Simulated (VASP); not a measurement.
Set up this calculation in VASP 6.6.1, as the native input.

```yaml
Task: single point
Functional: LDA
Potentials_or_basis: VASP PAW LDA potentials, release 64 (Ga_d, Sb)
Cutoff: 520 eV
k_mesh: 10 × 10 × 10
Occupations: gaussian, width 0.15 eV
Spin: no spin polarisation
Dipole_correction: no
Further_INCAR_settings: ALGO = Normal; EDIFF = 1e-06; NBANDS = 22
```

The structure of GaSb3 lies in POSCAR:

```
GaSb3
1.0
   -0.0483537151      3.6220011279      3.8874938106
    3.5736474128      0.0000000000      3.8391400955
    3.6220011279      3.6220011279     -0.0483537151
Ga Sb
1 3
Direct
    0.0000000000      0.0000000000      0.0000000000
    0.2500000000      0.2500000000      0.2500000000
    0.7500000000      0.7500000000      0.7500000000
    0.5000000000      0.5000000000      0.5000000000
```

This cell differs from its parent crystal: engineering shear strain xz -0.0267, normal strain along z +0.0733.

These files were run (other wordings do the same):

INCAR

```
ALGO = Normal ; EDIFF = 1E-6
ENCUT = 520 ; GGA = CA
ISIF = 2 ; ISMEAR = 0
LASPH = True ; LCHARG = False
LREAL = False ; LWAVE = False
NBANDS = 22 ; NELM = 100
PREC = Accurate ; SIGMA = 0.15
```

KPOINTS

```
k-points
0
Gamma
  10 10 10
```

Potentials or basis: VASP PAW LDA potentials, release 64 (Ga_d, Sb).

Command:

```bash
$ cat potpaw_LDA.64/Ga_d/POTCAR potpaw_LDA.64/Sb/POTCAR > POTCAR
$ mpirun -np 1 vasp_std > vasp.out
```

Results of the run:

* Pressure: -3.6 GPa
* Largest force: 0.045 eV/Å
* Band gap on the k mesh: zero (bands 14 and 15 overlap by 4.06 eV)

Caveat: the cell differs from its parent crystal (engineering shear strain xz -0.0267, normal strain along z +0.0733); the cell stands under tension; spin-orbit coupling is left out, which moves the levels of the heavy elements.

It took 12 min on 1 thread of Intel Xeon 8259CL (shared host), peak memory 0.65 GiB.
